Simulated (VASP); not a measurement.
**AlNi (WC type): single point with PBE**

The system is AlNi (WC type).

```
Ni Al
1.0
     2.62530    0.00000    0.00000
    -1.31265    2.27358    0.00000
     0.00000    0.00000    3.71189
Ni Al
1 1
Cartesian
  0.0000 0.0000 0.0000
  0.0000 1.5157 1.8559
```

* Program: VASP 6.6.1
* Task: single point
* Functional: PBE
* Potentials or basis: VASP PAW PBE potentials, release 64 (Ni, Al)
* Cutoff: 520 eV
* k mesh: 15 × 15 × 13
* Occupations: fermi-dirac, width 0.08 eV
* Spin: no spin polarisation
* Dipole correction: no
* Further INCAR settings: ALGO = Normal; EDIFF = 1e-06; NBANDS = 14

```yaml
Pressure: 23.8 GPa
```

Stress tensor (GPa, compression positive):
```
23.88  0.00  0.00
 0.00 23.88  0.00
 0.00  0.00 23.65
```

Levels at points of the mesh, in eV from the Fermi level:
```tsv
k point	band 5	band 6	band 7	band 8	band 9	band 10
(0.00, 0.00, 0.00)	-1.82	-1.53	-1.53	3.14	13.73	13.73
```

It took 34 s on 1 thread of Intel Xeon 6975P-C (shared host), peak memory 0.18 GiB.

Spin polarisation is off, so any magnetic state and its effect on volume and gap are missing.
